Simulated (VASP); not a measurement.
Set up this calculation in VASP 6.6.1, as the native input.

```yaml
Task: single point
Functional: LDA
Potentials_or_basis: VASP PAW LDA potentials, release 64 (Ti_sv)
Cutoff: 520 eV
k_mesh: 7 × 7 × 9
Occupations: fermi-dirac, width 0.05 eV
Spin: no spin polarisation
Dipole_correction: no
Further_INCAR_settings: ALGO = Fast; EDIFF = 1e-06; NBANDS = 25
```

The structure of Ti lies in POSCAR:

```
Ti
1.0
    4.4741369374      0.0000000000      0.0000000000
   -2.2370684687      3.8747162478      0.0000000000
    0.0000000000      0.0000000000      2.7685496267
Ti
3
Direct
    0.6666666667      0.3333333333      0.5000000000
    0.3333333333      0.6666666667      0.5000000000
    0.0000000000      0.0000000000      0.0000000000
```

This cell differs from its parent crystal: volume scaled by 0.94.

These files were run (other wordings do the same):

INCAR

```
SYSTEM = Ti
  ALGO = Fast
  EDIFF = 1E-6
  ENCUT = 520
  ISIF = 2
  ISMEAR = -1
  LASPH = .TRUE.
  LCHARG = .TRUE.
  LELF = .TRUE.
  LREAL = .FALSE.
  LVHAR = .TRUE.
  LWAVE = .FALSE.
  NBANDS = 25
  NELM = 80
  PREC = Accurate
  SIGMA = 0.05
```

KPOINTS

```
k-points
0
G
  7 7 9
  0 0 0
```

Potentials or basis: VASP PAW LDA potentials, release 64 (Ti_sv).

Run with:

```sh
$ cat potpaw_LDA.64/Ti_sv/POTCAR > POTCAR
$ mpirun -np 1 vasp_std > vasp.out
```

It gave:

| Quantity | Value |
| --- | --- |
| Pressure | -1.4 GPa |
| Band gap on the k mesh | zero (band 18 reaches 9.05 eV, above the bottom of band 19 at 8.74 eV) |

It took 3.1 min on 1 thread of AMD EPYC 7R43 64-Core Processor (Zen 3), on a shared host, peak memory 0.13 GiB.
